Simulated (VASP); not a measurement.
A run of VASP 6.6.1:

The input INCAR:

```
ALGO = Normal ; EDIFF = 1E-6
ENCUT = 500 ; GGA = PE
GGA_COMPAT = False ; ISIF = 2
ISMEAR = 0 ; LASPH = True
LCHARG = False ; LREAL = False
LWAVE = False ; NBANDS = 13
NELM = 120 ; PREC = Accurate
SIGMA = 0.05
```

File KPOINTS:

```
k-points
0
Gamma
  8 8 8
```

Contents of POSCAR:

```
Mo
1.0
   -1.5816586690      1.5816586690      1.5816586690
    1.5816586690     -1.5816586690      1.5816586690
    1.5816586690      1.5816586690     -1.5816586690
Mo
1
Direct
    0.0000000000      0.0000000000      0.0000000000
```

Potentials or basis: VASP PAW PBE potentials, release 64 (Mo_sv).

Run with:

```console
$ cat potpaw_PBE.64/Mo_sv/POTCAR > POTCAR
$ mpirun -np 1 vasp_std > vasp.out
```

Hardware: 1 thread of Intel Xeon 8259CL, on a shared host.

**Question.** Estimate the wall time of this run.

**Answer.** Run time: 10 s on 1 thread of Intel Xeon 8259CL, with other jobs on the host, peak memory 0.12 GiB. Counts: scf iterations 11, k points 29.
